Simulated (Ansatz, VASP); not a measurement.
# GaP in VASP and in Ansatz

The input INCAR:

```
  PREC = Accurate
  ENCUT = 500
  EDIFF = 1E-6
  ISMEAR = 0
  SIGMA = 0.1
  LREAL = F
  LASPH = T
  NELM = 120
  ALGO = Normal
  ISIF = 2
  LWAVE = F
  LCHARG = F
  GGA = PS
  NBANDS = 16
  GGA_COMPAT = F
```

File KPOINTS:

```
Automatic mesh
0
Gamma
  6 6 6
```

POSCAR

```
GaP
1.0
    0.0000000000      2.7255000000      2.7255000000
    2.7255000000      0.0000000000      2.7255000000
    2.7255000000      2.7255000000      0.0000000000
Ga P
1 1
Direct
    0.0000000000      0.0000000000      0.0000000000
    0.2500000000      0.2500000000      0.2500000000
```

Input for Ansatz:

```yaml
crystal:
  lattice:
    - [0.0, 2.7255, 2.7255]
    - [2.7255, 0.0, 2.7255]
    - [2.7255, 2.7255, 0.0]
  atoms:
    - { symbol: Ga, position: [0.0, 0.0, 0.0] }
    - { symbol: P, position: [0.25, 0.25, 0.25] }
basis:
  ecutwfc: 420
kpoints:
  mp_grid: { grid: [6, 6, 6] }
hamiltonian:
  xc: pbesol
  pseudopotentials: { kind: paw }
scf:
  occupations: { method: gaussian, width: 0.1 }
output:
  forces: true
  stress: true
  eigenvalues: true
```

Alike in both runs: task single point; functional PBEsol; k mesh 6 × 6 × 6; occupations gaussian, width 0.1 eV; no spin polarisation.

|  | VASP | Ansatz |
| --- | --- | --- |
| version | VASP 6.6.1 | Ansatz 0.2.0 |
| potentials or method | VASP PAW PBE potentials, release 64 (Ga_d, P), cutoff 500 eV | scalar-relativistic, plane waves, PAW |
| valence electrons in the cell | 18 | 18 |

|  | VASP | Ansatz | Ansatz less VASP |
| --- | --- | --- | --- |
| gap on the k mesh at the Fermi level (eV) | 1.51 | 1.51 | -0.002 |
| least direct gap on the mesh (eV) | 1.75 | 1.74 | -0.006 |
| pressure (GPa) | -0.6 | -0.6 | +0.09 |

VASP's potentials were made for PBE, not for PBEsol. The functional is the same, so the differences come from potentials, cutoffs and numerics.
